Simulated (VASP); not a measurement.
A run of VASP 6.6.1 is set up as follows.

File INCAR:

```
SYSTEM = MnS
PREC = Accurate
ENCUT = 520
EDIFF = 1E-6
ISMEAR = 0
SIGMA = 0.05
LREAL = .FALSE.
LASPH = .TRUE.
NELM = 100
ALGO = Normal
ISIF = 2
LWAVE = .FALSE.
LCHARG = .TRUE.
GGA = PE
LELF = .TRUE.
LVHAR = .TRUE.
NBANDS = 16
```

The input KPOINTS:

```
Automatic mesh
0
G
  12 12 12
  0 0 0
```

Contents of POSCAR:

```
MnS
1.0
    0.0000000000      2.3142862810      2.3142862810
    2.3142862810      0.0000000000      2.3142862810
    2.3142862810      2.3142862810      0.0000000000
Mn S
1 1
Direct
    0.0000000000      0.0000000000      0.0000000000
    0.5000000000      0.5000000000      0.5000000000
```

Potentials or basis: VASP PAW PBE potentials, release 64 (Mn_pv, S).

The run is started by

```console
$ cat potpaw_PBE.64/Mn_pv/POTCAR potpaw_PBE.64/S/POTCAR > POTCAR
$ mpirun -np 1 vasp_std > vasp.out
```

**Question.** What does it give for the pressure?

**Answer.** 7.1 GPa.

Caveat: the run has no spin polarisation, though such a crystal can be magnetic; semilocal functionals often make such compounds metallic where correlation or magnetic order opens a gap, which also shifts bond lengths. Spin polarisation is off, so any magnetic state and its effect on volume and gap are missing.
